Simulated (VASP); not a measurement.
Runs of VASP 6.6.1 on MnS. The structure is that of space group F-43m (No. 216), or close to it. The cells are those of the table. 

```tsv
cell	gap on the mesh (eV)	pressure (GPa)	moment (μB)
a = 3.933 Å, angles 60.0°, 2 atoms	(a)	3.6	5.00
a = 4.012 Å, angles 60.0°, 2 atoms	1.09	(b)	5.00
a = 3.893 Å, angles 60.0°, 2 atoms	0.57	6.1	5.00
a = 4.050 Å, angles 60.0°, 2 atoms	1.07	-2.2	5.00
a = 3.973 Å, angles 60.0°, 2 atoms	0.95	1.4	5.00
```

Alike in all rows: task single point; level PBEsol+U; potentials or basis VASP PAW PBE potentials, release 64 (Mn_pv, S); spin collinear, ferromagnetic start; Mn d U = 3.5 eV; k mesh 8 × 8 × 8; cutoff (eV) 520; smearing methfessel-paxton 0.1 eV.

Task: Estimate the missing entries.

Result: (a) 0.77; (b) -0.5.

Caveats: the PAW data sets were made with another functional, which shifts forces and pressure a little; a cell with one magnetic atom can't hold antiferromagnetic order, which such compounds often take; the cell stands under pressure (at least some runs).

A k mesh can miss the band edges.
